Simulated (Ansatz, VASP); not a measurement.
One calculation of CaF2, two programs

Contents of POSCAR:

```
CaF2
1.0
    0.0000000000      2.7555141460      2.7555141460
    2.7555141460      0.0000000000      2.7555141460
    2.7555141460      2.7555141460      0.0000000000
Ca F
1 2
Direct
    0.0000000000      0.0000000000      0.0000000000
    0.2500000000      0.2500000000      0.2500000000
    0.7500000000      0.7500000000      0.7500000000
```

File INCAR.step1:

```
  ALGO = Normal
  EDIFF = 1E-5
  ENCUT = 660
  GGA = PE
  GGA_COMPAT = False
  ISMEAR = 0
  LASPH = True
  LCHARG = False
  LREAL = False
  LWAVE = True
  NBANDS = 19
  NELM = 120
  PREC = Accurate
  SIGMA = 0.02
```

The input INCAR.step2:

```
  ALGO = Normal
  EDIFF = 1E-6
  ENCUT = 660
  GGA_COMPAT = False
  ISIF = 2
  ISMEAR = 0
  ISTART = 1
  LASPH = True
  LCHARG = True
  LELF = True
  LMIXTAU = True
  LREAL = False
  LVHAR = True
  LWAVE = False
  METAGGA = R2SCAN
  NBANDS = 19
  NELM = 120
  PREC = Accurate
  SIGMA = 0.02
```

KPOINTS

```
k-points
0
Gamma
  8 8 8
```

Input for Ansatz:

```yaml
crystal:
  lattice:
    - [0.0, 2.755514146, 2.755514146]
    - [2.755514146, 0.0, 2.755514146]
    - [2.755514146, 2.755514146, 0.0]
  atoms:
    - { symbol: Ca, position: [0.0, 0.0, 0.0] }
    - { symbol: F, position: [0.25, 0.25, 0.25] }
    - { symbol: F, position: [0.75, 0.75, 0.75] }
basis:
  ecutwfc: 500
kpoints:
  mp_grid: { grid: [8, 8, 8] }
  band_path:
    path:
      - [[0.0, 0.0, 0.0], [0.5, 0.0, 0.5], [0.625, 0.25, 0.625]]
      - [[0.375, 0.375, 0.75], [0.0, 0.0, 0.0], [0.5, 0.5, 0.5], [0.5, 0.25, 0.75], [0.5, 0.0, 0.5]]
    npoints: 10
hamiltonian:
  xc: r2scan
  pseudopotentials: { kind: paw, azcp: { folder: soft_1 } }
scf:
  occupations: { method: gaussian, width: 0.02 }
  n_extra_bands: 7
output:
  forces: true
  stress: true
  eigenvalues: true
```

Alike in both runs: task single point; functional r2SCAN; k mesh 8 × 8 × 8; occupations gaussian, width 0.02 eV; no spin polarisation.

```csv
,VASP,Ansatz
version,VASP 6.6.1,Ansatz 0.2.0
potentials or method,"VASP PAW PBE potentials, release 64 (Ca_sv, F), cutoff 660 eV","scalar-relativistic, plane waves, PAW"
valence electrons in the cell,24,24
```

Ansatz gave:

| Quantity | Value |
| --- | --- |
| gap on the k mesh at the Fermi level (eV) | 7.80 |
| least direct gap on the mesh (eV) | 8.05 |
| pressure (GPa) | -3.2 |

**Question.** Estimate VASP's values.

**Answer.** gap on the k mesh at the Fermi level (eV): 7.79; least direct gap on the mesh (eV): 8.05; pressure (GPa): -2.9.

VASP's potentials were made for PBE, not for r2SCAN.
